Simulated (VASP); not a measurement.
# Ho2BN3 (P6/mmm) in VASP: a series of runs, part 2 of 3

VASP 6.6.1. Earlier steps stand in the parts before.

**3. Single point, PBE**

This run uses another cell than the first one, of 39.76 Å³/atom.

The input, INCAR:

```
SYSTEM = Ho2BN3
ALGO = Normal
EDIFF = 1E-6
ENCUT = 600
GGA = PE
GGA_COMPAT = .False.
ISIF = 2
ISMEAR = 0
LASPH = .True.
LCHARG = .False.
LMAXMIX = 6
LREAL = .False.
LWAVE = .False.
NBANDS = 27
NELM = 200
PREC = Accurate
SIGMA = 0.1
```

The input, KPOINTS:

```
k-points
0
Gamma
  6 6 4
  0 0 0
```

The input, POSCAR:

```
Ho2BN3
1.0
    7.2120493966      0.0000000000      0.0000000000
   -3.6060246983      6.2458179908      0.0000000000
    0.0000000000      0.0000000000      5.2966115021
Ho B N
2 1 3
Direct
    0.3333333333      0.6666666667      0.0000000000
    0.6666666667      0.3333333333      0.0000000000
    0.0000000000      0.0000000000      0.0000000000
    0.5000000000      0.0000000000      0.0000000000
    0.0000000000      0.5000000000      0.0000000000
    0.5000000000      0.5000000000      0.0000000000
```

Potentials or basis: VASP PAW PBE potentials, release 64 (Ho_3, B, N), 4f in core.

Started as:

```sh
cat potpaw_PBE.64/Ho_3/POTCAR potpaw_PBE.64/B/POTCAR potpaw_PBE.64/N/POTCAR > POTCAR
mpirun -np 1 vasp_std > vasp.out
```

OUTCAR:

```text
SYSTEM = Ho2BN3
   EDIFF = 1E-6
   ENCUT = 600
   GGA = PE
   ISIF = 2
   ISMEAR = 0
   LASPH = .True.
   LREAL = .False.
   NELM = 200
   PREC = Accurate

 ion  position               nearest neighbor table
   1  0.333  0.667  0.000-   4 2.08   5 2.08   6 2.08
   2  0.667  0.333  0.000-   4 2.08   5 2.08   6 2.08
   3  0.000  0.000  0.000-
   4  0.500  0.000  0.000-   1 2.08   2 2.08
   5  0.000  0.500  0.000-   1 2.08   2 2.08
   6  0.500  0.500  0.000-   1 2.08   2 2.08

  LATTYP: Found a hexagonal cell.
 ALAT       =     7.2120493966
 C/A-ratio  =     0.7344114288

  Lattice vectors:

 A1 = (   7.2120493966,   0.0000000000,   0.0000000000)
 A2 = (  -3.6060246983,   6.2458179908,   0.0000000000)
 A3 = (   0.0000000000,   0.0000000000,   5.2966115021)

Analysis of symmetry for initial positions (statically):
=====================================================================
 Subroutine PRICEL returns:
 Original cell was already a primitive cell.

 Routine SETGRP: Setting up the symmetry group for a
 hexagonal supercell.

 Subroutine GETGRP returns: Found 24 space group operations
 (whereof 24 operations were pure point group operations)
 out of a pool of 24 trial point group operations.

The static configuration has the point symmetry D_6h.

Analysis of symmetry for dynamics (positions and initial velocities):
=====================================================================
 Subroutine PRICEL returns:
 Original cell was already a primitive cell.

 Routine SETGRP: Setting up the symmetry group for a
 hexagonal supercell.

 Subroutine GETGRP returns: Found 24 space group operations
 (whereof 24 operations were pure point group operations)
 out of a pool of 24 trial point group operations.

The dynamic configuration has the point symmetry D_6h.

 Subroutine INISYM returns: Found 24 space group operations
 (whereof 24 operations are pure point group operations),
 and found     1 'primitive' translations

----------------------------------------------------------------------------------------

                                     Primitive cell

  volume of cell :     238.5866

  direct lattice vectors                    reciprocal lattice vectors
     7.212049397  0.000000000  0.000000000     0.138656843  0.080053566  0.000000000
    -3.606024698  6.245817991  0.000000000     0.000000000  0.160107131  0.000000000
     0.000000000  0.000000000  5.296611502     0.000000000  0.000000000  0.188799952

  length of vectors
     7.212049397  7.212049397  5.296611502     0.160107131  0.160107131  0.188799952

  position of ions in fractional coordinates (direct lattice)
     0.333333333  0.666666667  0.000000000
     0.666666667  0.333333333  0.000000000
     0.000000000  0.000000000  0.000000000
     0.500000000  0.000000000  0.000000000
     0.000000000  0.500000000  0.000000000
     0.500000000  0.500000000  0.000000000

  ion indices of the primitive-cell ions
   primitive index   ion index
                 1           1
                 2           2
                 3           3
[... 25 lines left out ...]
 Subroutine IBZKPT returns following result:
 ===========================================

 Found     21 irreducible k-points:

 Following reciprocal coordinates:
            Coordinates               Weight
  0.000000  0.000000  0.000000      1.000000
  0.166667  0.000000  0.000000      6.000000
  0.333333  0.000000  0.000000      6.000000
  0.500000  0.000000  0.000000      3.000000
  0.166667  0.166667  0.000000      6.000000
  0.333333  0.166667  0.000000     12.000000
[... 13 lines left out ...]
  0.333333  0.166667  0.500000     12.000000
  0.333333  0.333333  0.500000      2.000000
   k-points           NKPTS =     21   k-points in BZ     NKDIM =     21   number of bands    NBANDS=     27
   number of dos      NEDOS =    301   number of ions     NIONS =      6
   total plane-waves  NPLWV = 151200
   dimension x,y,z NGX =    60 NGY =   60 NGZ =   42
   dimension x,y,z NGXF=   120 NGYF=  120 NGZF=   84
   ions per type =               2   1   3
   NGX,Y,Z   is equivalent  to a cutoff of  13.83, 13.83, 13.18 a.u.
   NGXF,Y,Z  is equivalent  to a cutoff of  27.66, 27.66, 26.37 a.u.
 SYSTEM =  Ho2BN3
   PREC   = accura    normal or accurate (medium, high low for compatibility)
   ISTART =      0    job   : 0-new  1-cont  2-samecut
   ICHARG =      2    charge: 1-file 2-atom 10-const
   ISPIN  =      1    spin polarized calculation?
   LNONCOLLINEAR =      F non collinear calculations
   LSORBIT =      F    spin-orbit coupling
   LASPH  =      T    aspherical Exc in radial PAW
   ENCUT  =  600.0 eV  44.10 Ry    6.64 a.u.  14.40 14.40 10.58*2*pi/ulx,y,z
   NELM   =    200;   NELMIN=  2; NELMDL= -5     # of ELM steps
   EDIFF  = 0.1E-05   stopping-criterion for ELM
   LREAL  =      F    real-space projection
   EDIFFG = 0.1E-04   stopping-criterion for IOM
   NSW    =      0    number of steps for IOM
   IBRION =     -1    ionic relax: 0-MD 1-quasi-New 2-CG
   NFREE  =      0    steps in history (QN), initial steepest desc. (CG)
   ISIF   =      2    stress and relaxation
   ISYM   =      2    0-nonsym 1-usesym 2-fastsym
   POTIM  = 0.5000    time-step for ionic-motion
   TEBEG  =    0.0;   TEEND  =   0.0 temperature during run
   PSTRESS=    0.0 pullay stress
   NELECT =      36.0000    total number of electrons
   NUPDOWN=      -1.0000    fix difference up-down
   EMIN   =  10.00;   EMAX   =-10.00  energy-range for DOS
   EFERMI =   0.00;   METHOD = LEGACY
   ISMEAR =     0;   SIGMA  =   0.10  broadening in eV -4-tet -1-fermi 0-gaus
   EFERMI_NEDOS =   21; number of points for ismear=-14 and -15
   IALGO  =     38    algorithm
   IMIX   =      4    mixing-type and parameters
     AMIX     =   0.40;   BMIX     =  1.00
     AMIX_MAG =   1.60;   BMIX_MAG =  1.00
  volume/ion in A,a.u.               =      39.76       268.34
  Fermi-wavevector in a.u.,A,eV,Ry     =   0.871553  1.646996 10.335040  0.759604
  Thomas-Fermi vector in A             =   1.990677
   LORBIT       =      0    0 simple, 1 ext, 2 COOP (PROOUT), +10 PAW based schemes
   GGA     = PE    functional components
   LHFCALC =     F    Hartree Fock is set to
   AEXX    =    0.0000 exact exchange contribution
   IVDW    =     0    specifies the selected vdW correction
   LEPSILON=     F    determine dielectric tensor
   LRPA    =     F    only Hartree local field effects (RPA)
 non-spin polarized calculation
 Gauss-broadening in eV      SIGMA  =   0.10
  energy-cutoff  :      600.00
  volume of cell :      238.59
 maximum number of plane-waves:      7994
 NGX is ok and might be reduce to    60
   NGX = 29   NGY = 29   NGZ = 21

 number of electron      36.0000000 magnetization

 Free energy of the ion-electron system (eV)
  ---------------------------------------------------
  ext. energy  EPLUGINS =         0.00000000
  ---------------------------------------------------
  free energy    TOTEN  =       -32.20072537 eV

  energy without entropy =      -32.17662054  energy(sigma->0) =      -32.18867295

 E-fermi :  -1.8911     XC(G=0):  -5.8571

 val. band max:       -1.9441933495   @ k =   0.1667   0.0000   0.5000
 cond. band min:      -1.8481650854   @ k =   0.0000   0.0000   0.0000
 fundamental gap:      0.0960282641
 Fermi energy:        -1.8911465084

 k-point     1 :       0.0000    0.0000    0.0000
  band No.  band energies     occupation
      1     -24.0374      2.00000
      2     -24.0181      2.00000
      3     -23.9910      2.00000
      4     -23.9910      2.00000
      5     -23.7502      2.00000
      6     -23.7502      2.00000
[... 619 lines left out ...]
     26       2.7818      0.00000
     27       2.8982      0.00000

------------------------ aborting loop because EDIFF is reached ----------------------------------------

  FORCE on cell =-STRESS in cart. coord.  units (eV):
  Direction    XX          YY          ZZ          XY          YZ          ZX
  --------------------------------------------------------------------------------------
  -------------------------------------------------------------------------------------
  Total        0.6627806      0.6627806      0.2049070      0.0000000     -0.0000000      0.0000000
  in kB        4.4507608      4.4507608      1.3760091      0.0000000     -0.0000000      0.0000000
  external PRESSURE =       3.4258435 kB  Pullay stress =       0.0000000 kB

 VOLUME and BASIS-vectors are now :
 -----------------------------------------------------------------------------
  energy-cutoff  :      600.00
  volume of cell :      238.59
      direct lattice vectors                 reciprocal lattice vectors
     7.212049397  0.000000000  0.000000000     0.138656843  0.080053566  0.000000000
    -3.606024698  6.245817991  0.000000000     0.000000000  0.160107131  0.000000000
     0.000000000  0.000000000  5.296611502     0.000000000  0.000000000  0.188799952

 POSITION                                       TOTAL-FORCE (eV/Angst)
 -----------------------------------------------------------------------------------
     -0.00000      4.16388      0.00000         0.000000      0.000000      0.000000
      3.60602      2.08194      0.00000         0.000000     -0.000000      0.000000
      0.00000      0.00000      0.00000        -0.000000      0.000000      0.000000
      3.60602      0.00000      0.00000        -0.000000      0.000000      0.000000
     -1.80301      3.12291      0.00000        -0.000000      0.000000      0.000000
      1.80301      3.12291      0.00000        -0.000000      0.000000      0.000000
 -----------------------------------------------------------------------------------
    total drift:                                0.000000      0.000000     -0.000000

  FREE ENERGIE OF THE ION-ELECTRON SYSTEM (eV)
  ---------------------------------------------------
  free  energy   TOTEN  =       -32.2007253659 eV

  energy  without entropy=      -32.1766205405  energy(sigma->0) =      -32.18867295
```

It took 3.6 min on 1 thread of Intel Xeon Platinum 8259CL at 2.50GHz (Skylake/Cascade Lake), shared host; peak memory 0.46 GiB.

Results:

| Item | Value |
| --- | --- |
| Free energy | -32.2007 eV |
| Pressure | 0.3 GPa |
| Band gap on the k mesh | zero (bands 18 and 19 overlap by 0.41 eV) |

Stress tensor (GPa, compression positive):
```
0.45 0.00 0.00
0.00 0.45 0.00
0.00 0.00 0.14
```

Caveat: spin-orbit coupling is left out, which moves the levels of the heavy elements; the 4f electrons are frozen in the core, so they carry no moment and show no levels; the run has no spin polarisation, though such a crystal can be magnetic. With open d or f shells a metallic result of PBE can be an artefact of self-interaction; +U or a hybrid may open a gap.

**4. Relaxation of cell and atoms, PBE**

The input, INCAR:

```
  ALGO = Normal
  EDIFF = 1E-7
  EDIFFG = -0.04
  ENCUT = 600
  GGA = PE
  GGA_COMPAT = False
  IBRION = 2
  ISIF = 3
  ISMEAR = 0
  LASPH = True
  LCHARG = False
  LMAXMIX = 6
  LREAL = False
  LWAVE = False
  NELM = 200
  NELMIN = 4
  NSW = 90
  PREC = Accurate
  SIGMA = 0.1
```

The input, KPOINTS:

```
k-points
0
Gamma
  6 6 4
```

The input, POSCAR:

```
Ho2BN3
1.0
    5.3671909600      0.0000000000      0.0000000000
   -2.6835954800      4.6481237200      0.0000000000
    0.0000000000      0.0000000000      4.2388377800
Ho B N
2 1 3
Direct
    0.3333333300      0.6666666700      0.0000000000
    0.6666666700      0.3333333300      0.0000000000
    0.0000000000      0.0000000000      0.0000000000
    0.5000000000      0.0000000000      0.0000000000
    0.0000000000      0.5000000000      0.0000000000
    0.5000000000      0.5000000000      0.0000000000
```

Started as:

```sh
cat potpaw_PBE.64/Ho_3/POTCAR potpaw_PBE.64/B/POTCAR potpaw_PBE.64/N/POTCAR > POTCAR
mpirun -np 1 vasp_std > vasp.out
```

It took 19 min on 1 thread of Intel Xeon Platinum 8259CL at 2.50GHz (Skylake/Cascade Lake), shared host; peak memory 0.33 GiB.

It converged, with:

```yaml
Free_energy: -31.6763 eV
Relaxed_volume: 33.70 Å³/atom
Relaxed_cell: a = 7.124 Å, b = 7.124 Å, c = 4.601 Å, α = 90.00°, β = 90.00°, γ = 120.00°
Space_group_after_relaxing_to_0.1_Å: P6/mmm (No. 191)
Pressure_after_relaxing: 0.1 GPa
Band_gap_on_the_k_mesh: zero (bands 18 and 19 overlap by 0.50 eV)
```

Stress tensor (GPa, compression positive):
```
0.16 0.00 0.00
0.00 0.16 0.00
0.00 0.00 0.06
```

Final structure:
```cif
data_structure
_symmetry_space_group_name_H-M 'P 1'
_symmetry_Int_Tables_number 1
_cell_length_a 7.1240
_cell_length_b 7.1240
_cell_length_c 4.6010
_cell_angle_alpha 90.000
_cell_angle_beta 90.000
_cell_angle_gamma 120.000
_cell_volume 202.22
loop_
_atom_site_label
_atom_site_type_symbol
_atom_site_fract_x
_atom_site_fract_y
_atom_site_fract_z
_atom_site_occupancy
Ho1 Ho 0.33333 0.66667 0.00000 1
Ho2 Ho 0.66667 0.33333 0.00000 1
B1 B 0.00000 0.00000 0.00000 1
N1 N 0.50000 0.00000 0.00000 1
N2 N 0.00000 0.50000 0.00000 1
N3 N 0.50000 0.50000 0.00000 1
```

Levels at points of the mesh, in eV from the Fermi level:
```tsv
k point	band 14	band 15	band 16	band 17	band 18	band 19	band 20	band 21	band 22
(0.00, 0.00, 0.00)	-0.92	-0.92	-0.13	0.04	0.04	0.05	1.01	1.34	1.55
(0.50, 0.00, 0.00)	-1.12	-0.93	-0.70	-0.56	-0.40	0.32	0.48	0.95	1.21
(0.00, 0.00, 0.50)	-1.29	-1.29	-0.91	0.08	0.12	0.12	0.41	1.59	1.59
(0.50, 0.00, 0.50)	-1.20	-1.16	-1.09	-0.94	-0.50	0.24	0.35	0.71	1.28
```

Caveat: the k points lie up to 0.34 Å⁻¹ apart in the final cell; the volume moved by over 15 % at a fixed basis, so the end points are rough; spin-orbit coupling is left out, which moves the levels of the heavy elements; the 4f electrons are frozen in the core, so they carry no moment and show no levels; the run has no spin polarisation, though such a crystal can be magnetic.

(Continued in part 3 of 3.)

The gap in the log of VASP goes by the Fermi energy; the results here count the filled bands.